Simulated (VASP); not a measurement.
Co: single point with PBE+U

Crystal: Co.

```
Co
1.0
     2.05786    0.00000    0.00000
     0.00000    2.05786    0.00000
     0.00000    0.00000    2.05786
Co
1
Direct
  0.00000 0.00000 0.00000
```

```yaml
Program: VASP 6.6.1
Task: single point
Functional: PBE
Potentials_or_basis: VASP PAW PBE potentials, release 64 (Co)
Cutoff: 520 eV
k_mesh: 17 × 17 × 17
Occupations: fermi-dirac, width 0.05 eV
Spin: collinear spin, ferromagnetic start
Starting_moments: "[1.7] μB"
Hubbard_terms: Co d U = 3.0 eV
```

```
Pressure     : 122.3 GPa
Net moment   : 1.76 μB per cell
Site moments : Co +1.77 μB
```

Levels at points of the mesh, in eV from the Fermi level:
Spin up:
```csv
k point,band 2,band 3,band 4,band 5,band 6,band 7,band 8,band 9
"(0.00, 0.00, 0.00)",-7.57,-7.57,-1.68,-1.68,-1.68,24.12,24.12,24.12
```
Spin down:
```
           k point  band 1  band 2  band 3  band 4  band 5  band 6  band 7  band 8  band 9
(0.00, 0.00, 0.00)  -10.31   -5.83   -5.83    2.09    2.09    2.09   24.62   24.62   24.62
```

Eigenvalues of the final occupation matrices:
```tsv
site	spin	trace	eigenvalues
site 1 d	1	4.76	0.94 0.94 0.96 0.96 0.96
site 1 d	2	3.00	0.48 0.48 0.48 0.78 0.78
```

Run time: 25 s on 1 thread of AMD EPYC 7R13 Processor (Zen 3), on a shared host, peak memory 0.11 GiB.

Caveat: the U is typed as a test and isn't derived for this compound. The state reached can hang on the start; a lower one may exist.
